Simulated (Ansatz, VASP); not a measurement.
**Al: VASP beside Ansatz**

```
Al
1.0
     0.00000    1.99102    1.99102
     1.99102    0.00000    1.99102
     1.99102    1.99102    0.00000
Al
1
Direct
  0.00000 0.00000 0.00000
```

Alike in both runs: task single point; functional PBE; dispersion D3(BJ); k mesh 20 × 20 × 20; occupations gaussian, width 0.15 eV; no spin polarisation.

|  | VASP | Ansatz |
| --- | --- | --- |
| version | VASP 6.6.1 | Ansatz 0.2.0 |
| potentials or method | VASP PAW PBE potentials, release 64 (Al), cutoff 520 eV | scalar-relativistic, plane waves, PAW |
| valence electrons in the cell | 3 | 3 |

VASP gave:

```
gap on the k mesh at the Fermi level (eV) : none
pressure (GPa)                            : -0.1
```

Problem. Estimate Ansatz's values.

Solution. gap on the k mesh at the Fermi level (eV): none; pressure (GPa): 0.0.

A gap of «none» marks a metal or a gap that the smearing closes.
